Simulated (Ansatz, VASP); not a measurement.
Ba2TeMo2: VASP beside Ansatz

```
Ba Te Mo
1.0
     4.21670    0.00000    0.00000
    -2.10835    3.65177    0.00000
     0.00000    0.00000   10.43251
Ba Te Mo
2 1 2
Cartesian
  0.0000 0.0000 6.1808
  2.1083 1.2173 8.7325
  0.0000 2.4345 2.3141
  0.0000 2.4345 0.1316
  2.1083 1.2173 1.5115
```

Alike in both runs: task relaxation of cell and atoms; functional PBE; k mesh 5 × 5 × 2; occupations gaussian, width 0.2 eV; no spin polarisation.

```csv
,VASP,Ansatz
version,VASP 6.6.1,Ansatz 0.2.0
potentials or method,"VASP PAW PBE potentials, release 64 (Ba_sv, Te, Mo_sv), cutoff 600 eV","scalar-relativistic, plane waves, PAW"
valence electrons in the cell,54,64
```

Ansatz gave:

- gap on the k mesh at the Fermi level, each at its own relaxed structure (eV): none
- relaxed volume (Å³/atom): 34.39
- relaxed cell length with the largest relative difference (Å): 11.879

Task: Which values does VASP return?

Result: gap on the k mesh at the Fermi level, each at its own relaxed structure (eV): none; relaxed volume (Å³/atom): 34.06; relaxed cell length with the largest relative difference (Å): 11.804.

A gap of «none» marks a metal or a gap that the smearing closes. VASP's potentials hold 54 valence electrons a cell and Ansatz's 64, so a difference there can come from the potentials and not from the codes.

Neither program's run includes spin-orbit coupling.
